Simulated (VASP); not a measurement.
Here is a VASP 6.6.1 calculation.

The input INCAR:

```
SYSTEM = Si2GeN4
ALGO = Normal
EDIFF = 1E-6
ENCUT = 520
GGA = PE
ISIF = 2
ISMEAR = -1
LASPH = .True.
LCHARG = .False.
LREAL = .False.
LWAVE = .False.
NBANDS = 55
NELM = 60
PREC = Accurate
SIGMA = 0.02
```

KPOINTS

```
k-points
0
Gamma
  4 8 4
  0 0 0
```

POSCAR

```
Si2GeN4
1.0
    7.7512065623      0.0000000000     -0.0279376728
    0.0000000000      2.9618578603      0.0000000000
   -3.8997904807      0.0000000000      6.7261356854
Si Ge N
4 2 8
Direct
    0.5917752804      0.5000000000      0.8291933394
    0.8269360675      0.0000000000      0.2290767153
    0.2299673716      0.5000000000      0.4095671679
    0.1770293986      0.5000000000      0.7624892086
    0.7716603958      0.0000000000      0.5984482724
    0.4007881431      0.0000000000      0.1712974256
    0.3352811155      0.5000000000      0.6670051240
    0.6722401499      0.0000000000      0.3297383124
    0.7018089345      0.5000000000      0.6834771857
    0.6659683128      0.0000000000      0.9704566779
    0.0417564261      0.0000000000      0.6953395188
    0.9690001884      0.5000000000      0.2959275193
    0.2982128484      0.0000000000      0.3401274657
    0.3175753677      0.5000000000      0.0178560667
```

Potentials or basis: VASP PAW PBE potentials, release 64 (Si, Ge_d, N).

Launch:

```sh
$ cat potpaw_PBE.64/Si/POTCAR potpaw_PBE.64/Ge_d/POTCAR potpaw_PBE.64/N/POTCAR > POTCAR
$ mpirun -np 1 vasp_std > vasp.out
```

(1) What does it give for the band gap on the k mesh?

(2) Predict the largest force.

(3) What does it give for the pressure?

## Answers

(1) 3.76 eV (least direct gap 3.82 eV).

(2) 0.133 eV/Å.

(3) 5.5 GPa.

Caveat: the cell stands under pressure.
